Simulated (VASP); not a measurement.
# Sr (Fd-3m) in VASP: further runs

Sr is run at these levels: revPBE; tasks: single point.

Program: VASP 6.6.1. These are calculated values, not measurements. Logs are shortened: lines on timing, memory, paths and dates and some standing lists are left out, and cuts for length are marked.

## (1) The cell of the first run

It takes space group Fd-3m (No. 227, cubic). Conventional cell: a = 9.924 Å, b = 9.924 Å, c = 9.924 Å, α = 90.00°, β = 90.00°, γ = 90.00°. Within 5.6 Å of Sr (site symmetry -43m) lie 4 Sr at 4.30 Å.

This isn't the form of Sr at room conditions, which is fcc.

## (2) Single point, revPBE (122.19 Å³/atom)

File INCAR:

```
  PREC = Accurate
  ENCUT = 520
  EDIFF = 1E-7
  ISMEAR = -1
  SIGMA = 0.1
  LREAL = False
  LASPH = True
  NELM = 80
  ALGO = Normal
  ISIF = 2
  LWAVE = False
  LCHARG = True
  GGA = RE
  LELF = True
  LVHAR = True
  NBANDS = 17
```

File KPOINTS:

```
regular mesh
0
Gamma
  7 7 7
```

File POSCAR:

```
Sr
1.0
    0.0000000000      4.9621845580      4.9621845580
    4.9621845580      0.0000000000      4.9621845580
    4.9621845580      4.9621845580      0.0000000000
Sr
2
Direct
    0.1250000000      0.1250000000      0.1250000000
    0.8750000000      0.8750000000      0.8750000000
```

Potentials or basis: VASP PAW PBE potentials, release 64 (Sr_sv).

Run with:

```bash
cat potpaw_PBE.64/Sr_sv/POTCAR > POTCAR
mpirun -np 1 vasp_std > vasp.out
```

OUTCAR:

```text
PREC = Accurate
   ENCUT = 520
   EDIFF = 1E-7
   ISMEAR = -1
   LREAL = False
   LASPH = True
   NELM = 80
   ISIF = 2
   GGA = RE

 ion  position               nearest neighbor table
   1  0.125  0.125  0.125-   2 4.30   2 4.30   2 4.30   2 4.30
   2  0.875  0.875  0.875-   1 4.30   1 4.30   1 4.30   1 4.30

  LATTYP: Found a face centered cubic cell.
 ALAT       =     9.9243691160

  Lattice vectors:

 A1 = (   0.0000000000,   4.9621845580,   4.9621845580)
 A2 = (   4.9621845580,   0.0000000000,   4.9621845580)
 A3 = (   4.9621845580,   4.9621845580,   0.0000000000)

Analysis of symmetry for initial positions (statically):
=====================================================================
 Subroutine PRICEL returns:
 Original cell was already a primitive cell.

 Routine SETGRP: Setting up the symmetry group for a
 face centered cubic supercell.

 Subroutine GETGRP returns: Found 48 space group operations
 (whereof 12 operations were pure point group operations)
 out of a pool of 48 trial point group operations.

The static configuration has the point symmetry D_3d.
 The point group associated with its full space group is O_h .

Analysis of symmetry for dynamics (positions and initial velocities):
=====================================================================
 Subroutine PRICEL returns:
 Original cell was already a primitive cell.

 Routine SETGRP: Setting up the symmetry group for a
 face centered cubic supercell.

 Subroutine GETGRP returns: Found 48 space group operations
 (whereof 12 operations were pure point group operations)
 out of a pool of 48 trial point group operations.

The dynamic configuration has the point symmetry D_3d.
 The point group associated with its full space group is O_h .

 Subroutine INISYM returns: Found 48 space group operations
 (whereof 12 operations are pure point group operations),
 and found     1 'primitive' translations

----------------------------------------------------------------------------------------

                                     Primitive cell

  volume of cell :     244.3705

  direct lattice vectors                    reciprocal lattice vectors
     0.000000000  4.962184558  4.962184558    -0.100762072  0.100762072  0.100762072
     4.962184558  0.000000000  4.962184558     0.100762072 -0.100762072  0.100762072
     4.962184558  4.962184558  0.000000000     0.100762072  0.100762072 -0.100762072

  length of vectors
     7.017588701  7.017588701  7.017588701     0.174525029  0.174525029  0.174525029

  position of ions in fractional coordinates (direct lattice)
     0.125000000  0.125000000  0.125000000
     0.875000000  0.875000000  0.875000000

  ion indices of the primitive-cell ions
   primitive index   ion index
                 1           1
                 2           2

----------------------------------------------------------------------------------------

 KPOINTS: regular mesh

Automatic generation of k-mesh.
 Grid dimensions read from file:
 generate k-points for:    7    7    7

 Generating k-lattice:

  Cartesian coordinates                     Fractional coordinates (reciprocal lattice)
    -0.014394582  0.014394582  0.014394582     0.142857143  0.000000000  0.000000000
     0.014394582 -0.014394582  0.014394582     0.000000000  0.142857143  0.000000000
     0.014394582  0.014394582 -0.014394582     0.000000000  0.000000000  0.142857143

  Length of vectors
     0.024932147  0.024932147  0.024932147

  Shift w.r.t. Gamma in fractional coordinates (k-lattice)
     0.000000000  0.000000000  0.000000000

 Subroutine IBZKPT returns following result:
 ===========================================

 Found     20 irreducible k-points:

 Following reciprocal coordinates:
            Coordinates               Weight
  0.000000  0.000000  0.000000      1.000000
  0.142857  0.000000  0.000000      8.000000
  0.285714  0.000000  0.000000      8.000000
  0.428571  0.000000  0.000000      8.000000
  0.142857  0.142857  0.000000      6.000000
  0.285714  0.142857  0.000000     24.000000
[... 12 lines left out ...]
 -0.428571  0.428571  0.142857     24.000000
 -0.285714  0.428571  0.142857     24.000000
   k-points           NKPTS =     20   k-points in BZ     NKDIM =     20   number of bands    NBANDS=     17
   number of dos      NEDOS =    301   number of ions     NIONS =      2
   total plane-waves  NPLWV = 157464
   dimension x,y,z NGX =    54 NGY =   54 NGZ =   54
   dimension x,y,z NGXF=   108 NGYF=  108 NGZF=  108
   ions per type =               2
   NGX,Y,Z   is equivalent  to a cutoff of  12.79, 12.79, 12.79 a.u.
   NGXF,Y,Z  is equivalent  to a cutoff of  25.59, 25.59, 25.59 a.u.
 SYSTEM =  unknown system
   PREC   = accura    normal or accurate (medium, high low for compatibility)
   ISTART =      0    job   : 0-new  1-cont  2-samecut
   ICHARG =      2    charge: 1-file 2-atom 10-const
   ISPIN  =      1    spin polarized calculation?
   LNONCOLLINEAR =      F non collinear calculations
   LSORBIT =      F    spin-orbit coupling
   LASPH  =      T    aspherical Exc in radial PAW
   ENCUT  =  520.0 eV  38.22 Ry    6.18 a.u.  13.05 13.05 13.05*2*pi/ulx,y,z
   NELM   =     80;   NELMIN=  2; NELMDL= -5     # of ELM steps
   EDIFF  = 0.1E-06   stopping-criterion for ELM
   LREAL  =      F    real-space projection
   EDIFFG = 0.1E-05   stopping-criterion for IOM
   NSW    =      0    number of steps for IOM
   IBRION =     -1    ionic relax: 0-MD 1-quasi-New 2-CG
   NFREE  =      0    steps in history (QN), initial steepest desc. (CG)
   ISIF   =      2    stress and relaxation
   ISYM   =      2    0-nonsym 1-usesym 2-fastsym
   POTIM  = 0.5000    time-step for ionic-motion
   TEBEG  =    0.0;   TEEND  =   0.0 temperature during run
   PSTRESS=    0.0 pullay stress
   NELECT =      20.0000    total number of electrons
   NUPDOWN=      -1.0000    fix difference up-down
   EMIN   =  10.00;   EMAX   =-10.00  energy-range for DOS
   EFERMI =   0.00;   METHOD = LEGACY
   ISMEAR =    -1;   SIGMA  =   0.10  broadening in eV -4-tet -1-fermi 0-gaus
   EFERMI_NEDOS =   21; number of points for ismear=-14 and -15
   IALGO  =     38    algorithm
   IMIX   =      4    mixing-type and parameters
     AMIX     =   0.40;   BMIX     =  1.00
     AMIX_MAG =   1.60;   BMIX_MAG =  1.00
  volume/ion in A,a.u.               =     122.19       824.55
  Fermi-wavevector in a.u.,A,eV,Ry     =   0.710780  1.343180  6.873777  0.505208
  Thomas-Fermi vector in A             =   1.797718
   LORBIT       =      0    0 simple, 1 ext, 2 COOP (PROOUT), +10 PAW based schemes
   GGA     = RE    functional components
   LHFCALC =     F    Hartree Fock is set to
   AEXX    =    0.0000 exact exchange contribution
   IVDW    =     0    specifies the selected vdW correction
   LEPSILON=     F    determine dielectric tensor
   LRPA    =     F    only Hartree local field effects (RPA)
 non-spin polarized calculation
  energy-cutoff  :      520.00
  volume of cell :      244.37
 maximum number of plane-waves:      6615
 NGX is ok and might be reduce to    54
   NGX = 27   NGY = 27   NGZ = 27

 number of electron      20.0000000 magnetization

 Free energy of the ion-electron system (eV)
  ---------------------------------------------------
  ext. energy  EPLUGINS =         0.00000000
  ---------------------------------------------------
  free energy    TOTEN  =        -1.18533383 eV

  energy without entropy =       -1.08295198  energy(sigma->0) =       -1.13414290

 E-fermi :  -0.3959     XC(G=0):  -4.9769

 val. band max:       -0.4275095748   @ k =   0.2857   0.2857   0.0000
 cond. band min:      -0.3948520051   @ k =  -0.2857   0.4286   0.1429
 fundamental gap:      0.0326575697
 Fermi energy:        -0.3958512013

 k-point     1 :       0.0000    0.0000    0.0000
  band No.  band energies     occupation
      1     -38.1904      2.00000
      2     -38.1824      2.00000
      3     -20.1538      2.00000
      4     -20.1538      2.00000
      5     -20.1538      2.00000
      6     -20.1060      2.00000
[... 9 lines left out ...]
     16       0.9266      0.00000
     17       0.9266      0.00000

 k-point     2 :       0.1429    0.0000    0.0000
  band No.  band energies     occupation
      1     -38.1901      2.00000
      2     -38.1827      2.00000
      3     -20.1546      2.00000
      4     -20.1546      2.00000
      5     -20.1532      2.00000
      6     -20.1067      2.00000
[... 9 lines left out ...]
     16       0.9462      0.00000
     17       0.9462      0.00000

 k-point     3 :       0.2857    0.0000    0.0000
  band No.  band energies     occupation
      1     -38.1893      2.00000
      2     -38.1835      2.00000
      3     -20.1564      2.00000
      4     -20.1564      2.00000
      5     -20.1517      2.00000
      6     -20.1084      2.00000
[... 9 lines left out ...]
     16       1.0455      0.00000
     17       1.0455      0.00000

 k-point     4 :       0.4286    0.0000    0.0000
  band No.  band energies     occupation
      1     -38.1885      2.00000
      2     -38.1843      2.00000
      3     -20.1577      2.00000
      4     -20.1577      2.00000
      5     -20.1505      2.00000
      6     -20.1098      2.00000
[... 9 lines left out ...]
     16       1.2000      0.00000
     17       1.2000      0.00000
[... 263 lines left out ...]
      1     -38.1878      2.00000
      2     -38.1850      2.00000
      3     -20.1617      2.00000
      4     -20.1597      2.00000
      5     -20.1414      2.00000
      6     -20.1188      2.00000
[... 9 lines left out ...]
     16       1.1230      0.00000
     17       1.4674      0.00000

 k-point    19 :      -0.4286    0.4286    0.1429
  band No.  band energies     occupation
      1     -38.1872      2.00000
      2     -38.1856      2.00000
      3     -20.1620      2.00000
      4     -20.1614      2.00000
      5     -20.1355      2.00000
      6     -20.1247      2.00000
[... 9 lines left out ...]
     16       0.9796      0.00000
     17       1.4823      0.00000

 k-point    20 :      -0.2857    0.4286    0.1429
  band No.  band energies     occupation
      1     -38.1870      2.00000
      2     -38.1858      2.00000
      3     -20.1625      2.00000
      4     -20.1611      2.00000
      5     -20.1348      2.00000
      6     -20.1254      2.00000
[... 9 lines left out ...]
     16       1.0596      0.00000
     17       1.5814      0.00000

------------------------ aborting loop because EDIFF is reached ----------------------------------------

  FORCE on cell =-STRESS in cart. coord.  units (eV):
  Direction    XX          YY          ZZ          XY          YZ          ZX
  --------------------------------------------------------------------------------------
  -------------------------------------------------------------------------------------
  Total       -0.1148503     -0.1148503     -0.1148503     -0.0000000     -0.0000000      0.0000000
  in kB       -0.7529980     -0.7529980     -0.7529980     -0.0000000     -0.0000000      0.0000000
  external PRESSURE =      -0.7529980 kB  Pullay stress =       0.0000000 kB

 VOLUME and BASIS-vectors are now :
 -----------------------------------------------------------------------------
  energy-cutoff  :      520.00
  volume of cell :      244.37
      direct lattice vectors                 reciprocal lattice vectors
     0.000000000  4.962184558  4.962184558    -0.100762072  0.100762072  0.100762072
     4.962184558  0.000000000  4.962184558     0.100762072 -0.100762072  0.100762072
     4.962184558  4.962184558  0.000000000     0.100762072  0.100762072 -0.100762072

 POSITION                                       TOTAL-FORCE (eV/Angst)
 -----------------------------------------------------------------------------------
      1.24055      1.24055      1.24055        -0.000000      0.000000      0.000000
      8.68382      8.68382      8.68382         0.000000     -0.000000     -0.000000
 -----------------------------------------------------------------------------------
    total drift:                               -0.000000      0.000000     -0.000000

  FREE ENERGIE OF THE ION-ELECTRON SYSTEM (eV)
  ---------------------------------------------------
  free  energy   TOTEN  =        -1.1853338305 eV

  energy  without entropy=       -1.0829519752  energy(sigma->0) =       -1.13414290
```

It took 77 s on 1 thread of AMD EPYC 9R45 (Zen 5), shared host; peak memory 0.38 GiB.

What came out:

```yaml
Free_energy: -1.1853 eV
Pressure: -0.1 GPa
Band_gap_on_the_k_mesh: zero (bands 10 and 11 overlap by 0.61 eV)
```

Caveat: the PAW data sets were made with another functional, which shifts forces and pressure a little.

(Continued in part 2 of 2.)

The gap in the log of VASP goes by the Fermi energy; the results here count the filled bands.